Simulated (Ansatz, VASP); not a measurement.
**One calculation of InSb3, two programs**

```
Sb In
1.0
     0.00000    3.79455    3.79455
     3.79455    0.00000    3.79455
     3.79455    3.79455    0.00000
Sb In
3 1
Direct
  0.50548 0.51132 0.48481
  0.75134 0.75080 0.73194
  0.24282 0.26316 0.24665
  0.99144 0.99482 0.00917
```

Change from the starting cell: atoms moved at random, drawn with an rms of 0.05 Å.

Alike in both runs: task single point; functional PBEsol; k mesh 6 × 6 × 6; occupations fermi-dirac, width 0.05 eV; no spin polarisation.

|  | VASP | Ansatz |
| --- | --- | --- |
| version | VASP 6.6.1 | Ansatz 0.2.0 |
| potentials or method | VASP PAW PBE potentials, release 64 (Sb, In_d), cutoff 520 eV | all-electron LAPW, scalar-relativistic |

Ansatz gave:

* gap on the k mesh at the Fermi level (eV): none
* pressure (GPa): -3.0
* traceless stress, the component that is largest in VASP (GPa): 0.27
* rms of the force components (eV/Å): 0.073

Task: Which values does VASP return?

Result: gap on the k mesh at the Fermi level (eV): none; pressure (GPa): -3.0; traceless stress, the component that is largest in VASP (GPa): 0.27; rms of the force components (eV/Å): 0.074.

VASP's potentials were made for PBE, not for PBEsol. Atom by atom the forces differ by 0.001 eV/Å (rms over components). A gap of «none» marks a metal or a gap that the smearing closes. Ansatz ran all-electron here, and VASP with PAW potentials.

Neither program's run includes spin-orbit coupling.
